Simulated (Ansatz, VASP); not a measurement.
**One calculation of LiF, two programs**

The input INCAR:

```
SYSTEM = LiF
  ALGO = Normal
  EDIFF = 1E-7
  EDIFFG = -0.01
  ENCUT = 600
  GGA = PE
  IBRION = 2
  ISIF = 3
  ISMEAR = 0
  LASPH = .True.
  LCHARG = .False.
  LREAL = .False.
  LWAVE = .False.
  NELM = 100
  NSW = 100
  PREC = Accurate
  SIGMA = 0.02
```

KPOINTS

```
k-points
0
Gamma
  4 4 8
  0 0 0
```

Contents of POSCAR:

```
LiF
1.0
    5.3840559183      0.0000000000      0.0000000000
    0.0000000000      5.3840559183      0.0000000000
    0.0000000000      0.0000000000      2.8177168560
Li F
4 4
Direct
    0.6631834645      0.3368165355      0.2500000000
    0.3368165355      0.6631834645      0.7500000000
    0.1631834645      0.1631834645      0.0000000000
    0.8368165355      0.8368165355      0.5000000000
    0.8311387929      0.1688612071      0.7500000000
    0.1688612071      0.8311387929      0.2500000000
    0.3311387929      0.3311387929      0.5000000000
    0.6688612071      0.6688612071      0.0000000000
```

Input for Ansatz:

```yaml
crystal:
  lattice:
    - [5.3840559183, 0.0, 0.0]
    - [0.0, 5.3840559183, 0.0]
    - [0.0, 0.0, 2.817716856]
  atoms:
    - { symbol: Li, position: [0.6631834645, 0.3368165355, 0.25] }
    - { symbol: Li, position: [0.3368165355, 0.6631834645, 0.75] }
    - { symbol: Li, position: [0.1631834645, 0.1631834645, 0.0] }
    - { symbol: Li, position: [0.8368165355, 0.8368165355, 0.5] }
    - { symbol: F, position: [0.8311387929, 0.1688612071, 0.75] }
    - { symbol: F, position: [0.1688612071, 0.8311387929, 0.25] }
    - { symbol: F, position: [0.3311387929, 0.3311387929, 0.5] }
    - { symbol: F, position: [0.6688612071, 0.6688612071, 0.0] }
basis:
  ecutwfc: 420
kpoints:
  mp_grid: { grid: [4, 4, 8] }
hamiltonian:
  xc: pbe
scf:
  occupations: { method: gaussian, width: 0.02 }
output:
  forces: true
  stress: true
  eigenvalues: true
  write_density: true
  write_potential: true
  elf: true
  volumetric_format: npy
relax:
  adjacent_minimum: "off"
  f_tol: 0.01
  max_steps: 80
  cell: { stress_tol: 0.05 }
```

Alike in both runs: task relaxation of cell and atoms; functional PBE; k mesh 4 × 4 × 8; occupations gaussian, width 0.02 eV; no spin polarisation.

```csv
,VASP,Ansatz
version,VASP 6.6.1,Ansatz 0.2.0
potentials or method,"VASP PAW PBE potentials, release 64 (Li_sv, F), cutoff 600 eV","scalar-relativistic, plane waves, PAW"
valence electrons in the cell,40,40
```

|  | VASP | Ansatz | Ansatz less VASP |
| --- | --- | --- | --- |
| gap on the k mesh at the Fermi level, each at its own relaxed structure (eV) | 7.41 | 7.37 | -0.038 |
| relaxed volume (Å³/atom) | 10.12 | 10.22 | +0.100 |
| relaxed length of the cell vector where the two differ most in proportion (Å) | 2.812 | 2.821 | +0.0095 |

Noted on VASP's run: the cutoff is under 1.25 times that of the potentials, so the pressure is a little rough.
